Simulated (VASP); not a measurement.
Wanted: the native input for a VASP 6.6.1 run.

| Quantity | Value |
| --- | --- |
| Task | single point |
| Functional | PBEsol |
| Potentials or basis | VASP PAW PBE potentials, release 64 (Cd) |
| Cutoff | 520 eV |
| k mesh | 12 × 12 × 12 |
| Occupations | methfessel-paxton, width 0.1 eV |
| Spin | no spin polarisation |
| Dipole correction | no |
| Further INCAR settings | ALGO = Normal; EDIFF = 1e-06; NBANDS = 19 |

The structure of Cd lies in POSCAR:

```
Cd
1.0
    0.0000000000      2.8803911129      2.8803911129
    2.8803911129      0.0000000000      2.8803911129
    2.8803911129      2.8803911129      0.0000000000
Cd
2
Direct
    0.0000000000      0.0000000000      0.0000000000
    0.2500000000      0.2500000000      0.2500000000
```

This isn't the form of Cd at room conditions, which is hcp.

These files were run (other wordings do the same):

INCAR

```
SYSTEM = Cd
PREC = Accurate ; ENCUT = 520
EDIFF = 1E-6 ; ISMEAR = 1
SIGMA = 0.1 ; LREAL = .False.
LASPH = .True. ; NELM = 100
ALGO = Normal ; ISIF = 2
LWAVE = .False. ; LCHARG = .False.
GGA = PS ; NBANDS = 19
```

KPOINTS

```
Automatic mesh
0
Gamma
  12 12 12
  0 0 0
```

Potentials or basis: VASP PAW PBE potentials, release 64 (Cd).

The run is started by

```sh
$ cat potpaw_PBE.64/Cd/POTCAR > POTCAR
$ mpirun -np 1 vasp_std > vasp.out
```

It gave:

* Pressure: 21.1 GPa
* Band gap on the k mesh: zero (bands 12 and 13 overlap by 7.67 eV)

Caveat: the cell stands under pressure; the PAW data sets were made with another functional, which shifts forces and pressure a little.

It took 21 s on 1 thread of Intel(R) Xeon(R) 6975P-C (Granite Rapids), on a shared host, peak memory 0.2 GiB.
